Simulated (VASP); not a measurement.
Input of a VASP 6.6.1 run:

Contents of POSCAR:

```
InP
1.0
    0.0000000000      2.9537876370      2.9537876370
    2.9537876370      0.0000000000      2.9537876370
    2.9537876370      2.9537876370      0.0000000000
In P
1 1
Direct
    0.0000000000      0.0000000000      0.0000000000
    0.2500000000      0.2500000000      0.2500000000
```

The input INCAR.step1:

```
PREC = Accurate
ENCUT = 500
EDIFF = 1E-8
ISMEAR = 0
SIGMA = 0.01
LREAL = F
LASPH = T
NELM = 80
ALGO = Normal
LWAVE = T
LCHARG = F
```

Contents of INCAR.step2:

```
PREC = Accurate
ENCUT = 500
EDIFF = 1E-8
ISMEAR = 0
SIGMA = 0.01
LREAL = F
LASPH = T
NELM = 1
ALGO = Exact
LWAVE = T
LCHARG = F
NBANDS = 69
LOPTICS = T
ISTART = 1
```

File INCAR.step3:

```
PREC = Accurate
ENCUT = 500
EDIFF = 1E-8
ISMEAR = 0
SIGMA = 0.01
LREAL = F
LASPH = T
ALGO = EVGW0
LWAVE = F
LCHARG = F
NELMGW = 1
NBANDS = 69
ENCUTGW = 80.0
NOMEGA = 48
PRECFOCK = Fast
ISTART = 1
NBANDSGW = 17
```

KPOINTS

```
Automatic mesh
0
Gamma
  4 4 4
```

Potentials or basis: VASP PAW LDA potentials, release 64 (In_d_GW, P_GW).

Launch:

```console
$ cat potpaw_LDA.64/In_d_GW/POTCAR potpaw_LDA.64/P_GW/POTCAR > POTCAR
$ cp INCAR.step1 INCAR
$ mpirun -np 1 vasp_std > vasp.out
$ cp INCAR.step2 INCAR
$ mpirun -np 1 vasp_std > vasp.out
$ cp INCAR.step3 INCAR
$ mpirun -np 1 vasp_std > vasp.out
```

What does it give for the quasiparticle gap?

0.95 eV.

Estimate the least direct quasiparticle gap.

0.95 eV.

Predict the band gap on the k mesh, mean-field level.

0.36 eV, direct.

Caveat: the k points lie up to 0.46 Å⁻¹ apart; bands, screening cutoff and mesh are small and nothing is extrapolated, so the quasiparticle values aren't converged; spin-orbit coupling is left out, which moves the levels of the heavy elements.
